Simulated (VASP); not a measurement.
Here is a VASP 6.6.1 calculation.

Contents of INCAR:

```
SYSTEM = SiC
ALGO     = Normal         ! electronic algorithm
EDIFF    = 1E-6           ! SCF threshold, eV
ENCUT    = 520            ! plane-wave cutoff, eV
GGA      = PE             ! functional
ISIF     = 2              ! what is computed and relaxed
ISMEAR   = 0              ! smearing method
LASPH    = .True.         ! aspherical terms in the spheres
LCHARG   = .False.        ! write CHGCAR
LREAL    = .False.        ! projectors in reciprocal space
LWAVE    = .False.        ! write WAVECAR
NBANDS   = 11             ! bands
NELM     = 80             ! most SCF steps
PREC     = Accurate       ! precision mode
SIGMA    = 0.05           ! smearing width, eV
```

Contents of KPOINTS:

```
k-points
0
Gamma
  10 10 10
  0 0 0
```

POSCAR

```
SiC
1.0
    0.0574839324      2.1898640927      2.1898640927
    2.2473480251      0.0000000000      2.2473480251
    2.1898640927      2.1898640927      0.0574839324
Si C
1 1
Direct
    0.0000000000      0.0000000000      0.0000000000
    0.7500000000      0.7500000000      0.7500000000
```

Potentials or basis: VASP PAW PBE potentials, release 64 (Si, C).

Launch:

```bash
$ cat potpaw_PBE.64/Si/POTCAR potpaw_PBE.64/C/POTCAR > POTCAR
$ mpirun -np 1 vasp_std > vasp.out
```

(1) What does it give for the largest force?

(2) Predict the band gap on the k mesh.

(3) What does it give for the pressure?

Answers

(1) 0.401 eV/Å.

(2) 1.11 eV (least direct gap 4.01 eV).

(3) 0.7 GPa.

Caveat: the cell differs from its parent crystal (strain +0.0525 x Voigt [0, 0, 0, 0, 1, 0]).
